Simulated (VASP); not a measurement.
Runs of VASP 6.6.1 on Mo. The structure is that of space group P6_3/mmc (No. 194), or close to it. The cells are those of the table. 

```tsv
task	cell	k mesh	cutoff (eV)	gap on the mesh (eV)	pressure (GPa)
single point	a = 2.771, b = 2.771, c = 4.918 Å, angles 90.0, 90.0, 120.0°, 2 atoms	13 × 13 × 7	520	none	0.5
single point	a = 2.771, b = 2.771, c = 4.918 Å, angles 90.0, 90.0, 120.0°, 2 atoms	15 × 15 × 7	520	none	0.4
single point	a = 2.733, b = 2.733, c = 4.851 Å, angles 90.0, 90.0, 120.0°, 2 atoms	15 × 15 × 7	520	none	10.6
relaxation of cell and atoms	relaxed from a = 2.804, b = 2.804, c = 4.579 Å, angles 90.0, 90.0, 120.0°, 2 atoms	13 × 13 × 7	600	none	0.1
single point	a = 2.695, b = 2.695, c = 4.783 Å, angles 90.0, 90.0, 120.0°, 2 atoms	15 × 15 × 7	520	none	(a)
```

Alike in all rows: level RPBE; potentials or basis VASP PAW PBE potentials, release 64 (Mo_sv); no spin polarisation; smearing fermi-dirac 0.1 eV.

**Question.** Fill in the values left out.

**Answer.** (a) 23.2.

Caveats: the PAW data sets were made with another functional, which shifts forces and pressure a little.

A k mesh can miss the band edges, and the runs leave out spin-orbit coupling on Mo.

A gap of «none» marks levels without a gap at the run's occupations.
